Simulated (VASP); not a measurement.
Here is a VASP 6.6.1 calculation.

The input INCAR:

```
  PREC = Accurate
  ENCUT = 520
  EDIFF = 1E-7
  ISMEAR = 1
  SIGMA = 0.153
  LREAL = False
  LASPH = True
  NELM = 100
  ALGO = Normal
  ISIF = 2
  LWAVE = False
  LCHARG = False
  GGA = PS
  NBANDS = 35
```

Contents of KPOINTS:

```
Automatic mesh
0
Gamma
  12 12 2
```

POSCAR

```
MoS2
1.0
    3.2673000000      0.0000000000      0.0000000000
   -1.6336500000      2.8295648018      0.0000000000
    0.0000000000      0.0000000000     13.1988000000
Mo S
2 4
Direct
    0.3333333333      0.6666666667      0.2500000000
    0.6666666667      0.3333333333      0.7500000000
    0.3333333333      0.6666666667      0.6259932117
    0.6666666667      0.3333333333      0.1259932117
    0.3333333333      0.6666666667      0.8740067883
    0.6666666667      0.3333333333      0.3740067883
```

Potentials or basis: VASP PAW PBE potentials, release 64 (Mo_sv, S).

Command:

```sh
$ cat potpaw_PBE.64/Mo_sv/POTCAR potpaw_PBE.64/S/POTCAR > POTCAR
$ mpirun -np 1 vasp_std > vasp.out
```

Question: Predict the pressure.

Answer: -14.8 GPa.

Question: Predict the largest force.

Answer: 1.881 eV/Å.

Question: What does it give for the band gap on the k mesh?

Answer: 1.06 eV (least direct gap 1.50 eV).

Forces on the atoms (eV/Å):
```
Mo   0.000  0.000  0.000
Mo   0.000  0.000  0.000
S    0.000  0.000  1.881
S    0.000  0.000  1.881
S    0.000  0.000 -1.881
S    0.000  0.000 -1.881
```

Caveat: the cell stands under tension; the PAW data sets were made with another functional, which shifts forces and pressure a little; this functional lacks dispersion, which binds layers or chains, so the pressure and a relaxed spacing across them are unreliable. Expect the measured gap to be larger: semilocal functionals such as PBEsol lack the derivative discontinuity.
